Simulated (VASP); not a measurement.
# Si2GeP3: single point with PBE

Si2GeP3:

```
CELL_PARAMETERS angstrom
2.48933 1.43722 4.93166
-2.48933 1.43722 4.93166
0.00000 -2.87443 4.93166
ATOMIC_POSITIONS crystal
Si 0.58476 0.58476 0.58476
Si 0.41524 0.41524 0.41524
Ge 0.00000 0.00000 0.00000
P 0.00000 0.50000 0.00000
P 0.50000 0.00000 0.00000
P 0.00000 0.00000 0.50000
```

The cell was generated, and may not be a known phase.

```json
{"Program": "VASP 6.6.1", "Task": "single point", "Functional": "PBE", "Potentials or basis": "VASP PAW PBE potentials, release 64 (Si, Ge_d, P)", "Cutoff": "520 eV", "k mesh": "12 × 12 × 12", "Occupations": "gaussian, width 0.1 eV", "Spin": "no spin polarisation"}
```

```
Pressure               : -0.1 GPa
Largest force          : 0.010 eV/Å
Band gap on the k mesh : zero (an odd number of electrons rules out a gap without spin polarisation)
```

Forces on the atoms (eV/Å):
```
Si   0.000  0.000 -0.010
Si   0.000  0.000  0.010
Ge   0.000  0.000  0.000
P    0.000  0.000  0.000
P    0.000  0.000  0.000
P    0.000  0.000  0.000
```

Levels at points of the mesh, in eV from the Fermi level:
```
           k point  band 16  band 17  band 18  band 19  band 20  band 21  band 22  band 23
(0.00, 0.00, 0.00)    -2.29    -2.29    -1.72    -0.83    -0.83     2.97     2.97     4.52
(0.50, 0.00, 0.00)    -2.14    -2.11    -1.68    -1.23     1.38     1.83     3.07     3.24
(0.50, 0.50, 0.00)    -1.91    -1.56    -1.48    -1.08    -0.54     0.70     1.35     1.92
(0.50, 0.50, 0.50)    -1.21    -1.21    -1.14    -0.72    -0.72     1.35     2.68     2.68
```

Run time: 14 min on 1 thread of Oxide Virtual Turin-like Processor, with other jobs on the host, peak memory 0.58 GiB.

Caveat: an odd number of electrons without spin polarisation forces a metal; a magnetic or distorted state may lie lower.
